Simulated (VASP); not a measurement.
Input of a VASP 6.6.1 run:

Contents of INCAR:

```
PREC = Accurate
ENCUT = 520
EDIFF = 1E-6
ISMEAR = -1
SIGMA = 0.1
LREAL = False
LASPH = True
NELM = 150
ALGO = Normal
ISIF = 2
LWAVE = False
LCHARG = True
ISPIN = 2
MAGMOM = 2.5 2.5
LORBIT = 11
LMAXMIX = 4
GGA = CA
LELF = True
LVHAR = True
NBANDS = 20
```

Contents of KPOINTS:

```
regular mesh
0
Gamma
  12 12 6
```

Contents of POSCAR:

```
Co
1.0
    2.4221031482      0.0000000000      0.0000000000
   -1.2110515741      2.0976028570      0.0000000000
    0.0000000000      0.0000000000      3.9314499493
Co
2
Direct
    0.3333333333      0.6666666667      0.2500000000
    0.6666666667      0.3333333333      0.7500000000
```

Potentials or basis: VASP PAW LDA potentials, release 64 (Co).

Launch:

```bash
$ cat potpaw_LDA.64/Co/POTCAR > POTCAR
$ mpirun -np 1 vasp_std > vasp.out
```

(1) Predict the net moment.

(2) What does it give for the site moments?

(3) Predict the pressure.

## Answers

(1) 2.83 μB per cell.

(2) Co +1.41 μB.

(3) -1.4 GPa.
